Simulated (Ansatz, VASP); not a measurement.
# Two plane-wave programs on MgB2

The input POSCAR:

```
MgB2
1.0
    3.0714077020      0.0000000000      0.0000000000
   -1.5357038510      2.6599170954      0.0000000000
    0.0000000000      0.0000000000      3.5014572137
Mg B
1 2
Direct
    0.0000000000      0.0000000000      0.0000000000
    0.3333333333      0.6666666667      0.5000000000
    0.6666666667      0.3333333333      0.5000000000
```

File INCAR.step1:

```
SYSTEM = MgB2
PREC = Accurate ; ENCUT = 520
EDIFF = 1E-5 ; ISMEAR = -1
SIGMA = 0.02 ; LREAL = .FALSE.
LASPH = .TRUE. ; NELM = 60
ALGO = Normal ; ISIF = 2
LWAVE = .TRUE. ; LCHARG = .FALSE.
NBANDS = 11 ; GGA = PE
```

The input INCAR.step2:

```
SYSTEM = MgB2
PREC = Accurate ; ENCUT = 520
EDIFF = 1E-6 ; ISMEAR = -1
SIGMA = 0.02 ; LREAL = .FALSE.
LASPH = .TRUE. ; NELM = 60
ALGO = Normal ; ISIF = 2
LWAVE = .FALSE. ; LCHARG = .FALSE.
GGA = PE ; LHFCALC = .TRUE.
HFSCREEN = 0.2079 ; PRECFOCK = Normal
NBANDS = 11 ; ISTART = 1
```

KPOINTS

```
Automatic mesh
0
G
  6 6 6
  0 0 0
```

Input for Ansatz:

```yaml
crystal:
  lattice:
    - [3.071407702, 0.0, 0.0]
    - [-1.535703851, 2.6599170954, 0.0]
    - [0.0, 0.0, 3.5014572137]
  atoms:
    - { symbol: Mg, position: [0.0, 0.0, 0.0] }
    - { symbol: B, position: [0.3333333333, 0.6666666667, 0.5] }
    - { symbol: B, position: [0.6666666667, 0.3333333333, 0.5] }
kpoints:
  mp_grid: { grid: [6, 6, 6] }
hamiltonian:
  xc: hse06
scf:
  occupations: { method: fermi_dirac, width: 0.02 }
  n_extra_bands: 4
output:
  forces: true
  stress: true
  eigenvalues: true
  write_density: true
  write_potential: true
  elf: true
  volumetric_format: npy
```

Alike in both runs: task single point; functional HSE06; k mesh 6 × 6 × 6; occupations fermi-dirac, width 0.02 eV; no spin polarisation.

```csv
,VASP,Ansatz
version,VASP 6.6.1,Ansatz 0.2.0
potentials or method,"VASP PAW PBE potentials, release 64 (Mg, B)","plane waves, PAW"
plane-wave cutoff (eV),520,420
valence electrons in the cell,8,16
```

```tsv
	VASP	Ansatz	Ansatz less VASP
pressure (GPa)	-0.5	-0.3	+0.19
traceless stress, the component that is largest in VASP (GPa)	-0.82	-0.79	+0.027
```

VASP's potentials hold 8 valence electrons a cell and Ansatz's 16, so a difference there can come from the potentials and not from the codes. Ansatz's warnings: filled band counts differ across k points, stress exchange threshold loose, stress scf threshold loose.

The k mesh is coarse, so the values compare programs but aren't converged.
